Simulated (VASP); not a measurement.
A run of VASP 6.6.1:

File INCAR:

```
PREC = Accurate
ENCUT = 520
EDIFF = 1E-6
ISMEAR = -1
SIGMA = 0.05
LREAL = Auto
LASPH = T
NELM = 150
ALGO = Normal
ISIF = 2
LWAVE = F
LCHARG = F
ISPIN = 2
MAGMOM = 0 0 0 0 0 0 0 0.077 0.077 0 0 0 0 0 0 0 0.077 0 0 0 0 0 0 0.077 0.077 0 0 0 0 0 0 0.077 0.077 0 0 0 0 0 0 0.077 0 0 0 0 0 0 0 0 0 0 0.077 0 0 0 0.077 0 0 0 0 0 0.077 0 0.077 0 0.077
LORBIT = 11
GGA = PS
ISYM = 0
NBANDS = 172
```

KPOINTS

```
Automatic mesh
0
Gamma
  1 1 1
  0.25 0.25 0.25
```

File POSCAR:

```
B33N32
1.0
    7.2115910000      0.0000000000      0.0000000000
    0.0000000000      7.2115910000      0.0000000000
    0.0000000000      0.0000000000      7.2115910000
B N
33 32
Direct
    0.0001730000      0.9998630000      0.9945830000
    0.9998250000      0.9995160000      0.4954180000
    0.0047230000      0.4987830000      0.9986950000
    0.9998870000      0.5002190000      0.4953470000
    0.4990910000      0.0044040000      0.9986830000
    0.5005320000      0.9995910000      0.4953350000
    0.4976880000      0.4973900000      0.9996390000
    0.4920740000      0.4917150000      0.4676830000
    0.6242610000      0.6239270000      0.7031360000
    0.2494600000      0.2491490000      0.9947170000
    0.2502550000      0.2499460000      0.4955510000
    0.2444420000      0.7502960000      0.9991350000
    0.2495390000      0.7490960000      0.4953720000
    0.7506040000      0.2441250000      0.9991390000
    0.7494070000      0.2492500000      0.4953820000
    0.7519370000      0.7516450000      0.9993140000
    0.7588620000      0.7584890000      0.4658650000
    0.2491090000      0.0003890000      0.2464220000
    0.2484160000      0.0008800000      0.7446390000
    0.2452980000      0.4989910000      0.2423840000
    0.2498160000      0.5011160000      0.7462920000
    0.7504300000      0.0042410000      0.2420170000
    0.7485400000      0.9994220000      0.7457090000
    0.7527050000      0.4969320000      0.2410020000
    0.7670850000      0.4805000000      0.7745900000
    0.0006950000      0.2488020000      0.2464340000
    0.0011970000      0.2481010000      0.7446310000
    0.0045590000      0.7501270000      0.2420010000
    0.9997430000      0.7482330000      0.7457200000
    0.4992980000      0.2449820000      0.2423700000
    0.5014210000      0.2494970000      0.7463020000
    0.4972320000      0.7524050000      0.2410080000
    0.4808040000      0.7667440000      0.7745830000
    0.1251350000      0.1248370000      0.1207640000
    0.1253900000      0.1250800000      0.6205840000
    0.1250050000      0.6249820000      0.1211190000
    0.1250950000      0.6248610000      0.6209080000
    0.6252770000      0.1246950000      0.1211200000
    0.6251680000      0.1247680000      0.6209050000
    0.6251740000      0.6248820000      0.1205400000
    0.3730610000      0.3727570000      0.1213480000
    0.3794950000      0.3791810000      0.6196740000
    0.3726170000      0.8774390000      0.1203120000
    0.3736450000      0.8760430000      0.6226260000
    0.8777400000      0.3723180000      0.1203260000
    0.8763630000      0.3733310000      0.6226480000
    0.8771130000      0.8768130000      0.1210380000
    0.8717970000      0.8714830000      0.6187560000
    0.3745190000      0.1245320000      0.3714870000
    0.3743120000      0.1260290000      0.8700830000
    0.3657600000      0.6246660000      0.3604150000
    0.3649090000      0.6252790000      0.8819550000
    0.8759450000      0.1252980000      0.3712790000
    0.8759390000      0.1234090000      0.8700110000
    0.8849700000      0.6250420000      0.3599140000
    0.8843290000      0.6247470000      0.8807050000
    0.1248310000      0.3742200000      0.3714970000
    0.1263440000      0.3740070000      0.8700820000
    0.1255970000      0.8756490000      0.3712680000
    0.1237220000      0.8756350000      0.8700130000
    0.6249590000      0.3654590000      0.3604200000
    0.6255830000      0.3646150000      0.8819550000
    0.6253280000      0.8846650000      0.3599100000
    0.6250390000      0.8840280000      0.8807020000
    0.6262650000      0.6259530000      0.5255890000
```

Potentials or basis: VASP PAW PBE potentials, release 64 (B, N).

Command:

```console
$ cat potpaw_PBE.64/B/POTCAR potpaw_PBE.64/N/POTCAR > POTCAR
$ mpirun -np 1 vasp_std > vasp.out
```

Hardware: 1 thread of AMD EPYC 9R45 96-Core Processor (Zen 5) (shared host).

**Question.** Estimate the wall time of this run.

**Answer.** Run time: 13 min on 1 thread of AMD EPYC 9R45 96-Core Processor (Zen 5) (shared host), peak memory 0.68 GiB. Counts: scf iterations 16, k points 4.
